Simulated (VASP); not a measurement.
**Sb: single point with PBEsol**

Sb:

```xyz
1
Lattice="0.0000 2.2738 2.2738 2.2738 0.0000 2.2738 2.2738 2.2738 0.0000" Properties=species:S:1:pos:R:3 pbc="T T T"
Sb    0.0000    0.0000    0.0000
```

This cell differs from its parent crystal: functional pbesol, volume scaled by 0.96.

```yaml
Program: VASP 6.6.1
Task: single point
Functional: PBEsol
Potentials_or_basis: VASP PAW PBE potentials, release 64 (Sb)
Cutoff: 500 eV
k_mesh: 14 × 14 × 14
Occupations: fermi-dirac, width 0.03 eV
Spin: no spin polarisation
```

```yaml
Pressure: 9.3 GPa
```

Levels at points of the mesh, in eV from the Fermi level:
```tsv
k point	band 1	band 2	band 3	band 4	band 5
(0.00, 0.00, 0.00)	-14.11	6.34	6.34	6.34	10.19
(0.50, 0.00, 0.00)	-9.55	-6.78	4.29	4.29	9.10
(0.50, 0.50, 0.00)	-7.51	-5.73	0.37	0.37	4.27
```

Wall time 4.3 s on 1 thread of Intel(R) Xeon(R) 6975P-C (Granite Rapids), on a shared host, peak memory 0.14 GiB.

Caveat: the PAW data sets were made with another functional, which shifts forces and pressure a little; spin-orbit coupling is left out, which moves the levels of the heavy elements.
